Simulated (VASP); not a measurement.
**Sr: single point with PBEsol**

Crystal: Sr.

```
CELL_PARAMETERS angstrom
4.37465 0.00000 0.00000
-2.18733 3.78856 0.00000
0.00000 0.00000 7.05000
ATOMIC_POSITIONS crystal
Sr 0.33333 0.66667 0.25000
Sr 0.66667 0.33333 0.75000
```

This cell differs from its parent crystal: strain +0.015 along x and y, +0.000 along z.

```
Program             : VASP 6.6.1
Task                : single point
Functional          : PBEsol
Potentials or basis : VASP PAW PBE potentials, release 64 (Sr_sv)
Cutoff              : 520 eV
k mesh              : 15 × 15 × 8
Occupations         : gaussian, width 0.15 eV
Spin                : no spin polarisation
```

The pressure is -1.1 GPa and the band gap on the k mesh is zero (band 10 reaches 1.47 eV, above the bottom of band 11 at 1.18 eV).

Stress tensor (GPa, compression positive):
```
-1.21  0.00  0.00
 0.00 -1.21  0.00
 0.00  0.00 -0.91
```

Levels at points of the mesh, in eV from the Fermi level:
| k point | band 7 | band 8 | band 9 | band 10 | band 11 | band 12 | band 13 | band 14 |
| --- | --- | --- | --- | --- | --- | --- | --- | --- |
| (0.00, 0.00, 0.00) | -18.59 | -18.59 | -3.59 | -1.10 | 0.03 | 2.19 | 2.19 | 2.28 |
| (0.00, 0.00, 0.50) | -18.60 | -18.60 | -2.68 | -2.68 | 1.27 | 1.27 | 2.18 | 2.18 |

Wall time 7 min on 1 thread of Oxide Virtual Turin-like Processor, with other jobs on the host, peak memory 0.36 GiB.

Caveat: the cell differs from its parent crystal (strain +0.015 along x and y, +0.000 along z); the PAW data sets were made with another functional, which shifts forces and pressure a little.
